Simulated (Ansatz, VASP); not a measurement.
# PtSe2: VASP beside Ansatz

```
Pt Se
1.0
     1.84570    1.06562    5.76071
    -1.84570    1.06562    5.76071
     0.00000   -2.13123    5.76071
Pt Se
1 2
Direct
  0.00000 0.00000 0.00000
  0.25678 0.25678 0.25678
  0.74322 0.74322 0.74322
```

Alike in both runs: task single point; functional PBE; k mesh 6 × 6 × 6; no spin polarisation.

```csv
,VASP,Ansatz
version,VASP 6.6.1,Ansatz 0.2.0
potentials or method,"VASP PAW PBE potentials, release 64 (Pt, Se)",plane waves
plane-wave cutoff (eV),500,420
occupations,"methfessel-paxton of order 1, width 0.0981 eV","cold, width 0.2 eV"
valence electrons in the cell,22,50
```

|  | VASP | Ansatz | Ansatz less VASP |
| --- | --- | --- | --- |
| gap on the k mesh at the Fermi level (eV) | 0.69 | 0.70 | +0.005 |
| pressure (GPa) | 3.6 | 3.7 | +0.02 |
| traceless stress, the component that is largest in VASP (GPa) | -1.04 | -1.04 | -0.002 |
| rms of the force components (eV/Å) | 0.066 | 0.065 | -0.0004 |

Atom by atom the forces differ by 0.000 eV/Å (rms over components). VASP's potentials hold 22 valence electrons a cell and Ansatz's 50, so a difference there can come from the potentials and not from the codes.

Spin-orbit coupling is off throughout.
